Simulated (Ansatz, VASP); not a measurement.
One calculation of BiB12, two programs

INCAR

```
SYSTEM = BiB12
  ALGO = Normal
  EDIFF = 1E-6
  EDIFFG = -0.04
  ENCUT = 600
  GGA = PE
  IBRION = 2
  ISIF = 3
  ISMEAR = 0
  LASPH = .True.
  LCHARG = .False.
  LREAL = .False.
  LWAVE = .False.
  NELM = 60
  NSW = 90
  PREC = Accurate
  SIGMA = 0.1
```

File KPOINTS:

```
k-points
0
Gamma
  4 4 4
  0 0 0
```

POSCAR

```
BiB12
1.0
    0.0000000000      3.8370498600      3.8370498600
    3.8370498600      0.0000000000      3.8370498600
    3.8370498600      3.8370498600      0.0000000000
B Bi
12 1
Direct
    0.8386352000      0.1613648000      0.5000000000
    0.1613648000      0.8386352000      0.5000000000
    0.5000000000      0.8386352000      0.1613648000
    0.1613648000      0.5000000000      0.5000000000
    0.5000000000      0.5000000000      0.8386352000
    0.5000000000      0.5000000000      0.1613648000
    0.5000000000      0.8386352000      0.5000000000
    0.1613648000      0.5000000000      0.8386352000
    0.8386352000      0.5000000000      0.5000000000
    0.5000000000      0.1613648000      0.5000000000
    0.8386352000      0.5000000000      0.1613648000
    0.5000000000      0.1613648000      0.8386352000
    0.0000000000      0.0000000000      0.0000000000
```

Input for Ansatz:

```yaml
crystal:
  lattice:
    - [0.0, 3.83704986, 3.83704986]
    - [3.83704986, 0.0, 3.83704986]
    - [3.83704986, 3.83704986, 0.0]
  atoms:
    - { symbol: B, position: [0.8386352, 0.1613648, 0.5] }
    - { symbol: B, position: [0.1613648, 0.8386352, 0.5] }
    - { symbol: B, position: [0.5, 0.8386352, 0.1613648] }
    - { symbol: B, position: [0.1613648, 0.5, 0.5] }
    - { symbol: B, position: [0.5, 0.5, 0.8386352] }
    - { symbol: B, position: [0.5, 0.5, 0.1613648] }
    - { symbol: B, position: [0.5, 0.8386352, 0.5] }
    - { symbol: B, position: [0.1613648, 0.5, 0.8386352] }
    - { symbol: B, position: [0.8386352, 0.5, 0.5] }
    - { symbol: B, position: [0.5, 0.1613648, 0.5] }
    - { symbol: B, position: [0.8386352, 0.5, 0.1613648] }
    - { symbol: B, position: [0.5, 0.1613648, 0.8386352] }
    - { symbol: Bi, position: [0.0, 0.0, 0.0] }
basis:
  ecutwfc: 420
kpoints:
  mp_grid: { grid: [4, 4, 4] }
hamiltonian:
  xc: pbe
scf:
  occupations: { method: gaussian, width: 0.1 }
  lower_state_search: "off"
output:
  forces: true
  stress: true
  eigenvalues: true
relax:
  adjacent_minimum: "off"
  f_tol: 0.04
  max_steps: 70
  cell: { stress_tol: 0.4 }
```

Change from the starting cell: species swapped into the ScB12 type (Fm-3m, No. 225).

Alike in both runs: task relaxation of cell and atoms; functional PBE; k mesh 4 × 4 × 4; occupations gaussian, width 0.1 eV; no spin polarisation.

```csv
,VASP,Ansatz
version,VASP 6.6.1,Ansatz 0.2.0
potentials or method,"VASP PAW PBE potentials, release 64 (B, Bi_d), cutoff 600 eV","scalar-relativistic, plane waves, PAW"
valence electrons in the cell,51,51
```

Ansatz gave:

```
gap on the k mesh at the Fermi level, each at its own relaxed structure (eV) : none
relaxed volume (Å³/atom)                                                     : 8.47
relaxed cell length with the largest relative difference (Å)                 : 5.380
```

What did VASP give for the same quantities?

gap on the k mesh at the Fermi level, each at its own relaxed structure (eV): none; relaxed volume (Å³/atom): 8.48; relaxed cell length with the largest relative difference (Å): 5.382.

A gap of «none» marks a metal or a gap that the smearing closes.

Spin-orbit coupling is off throughout.
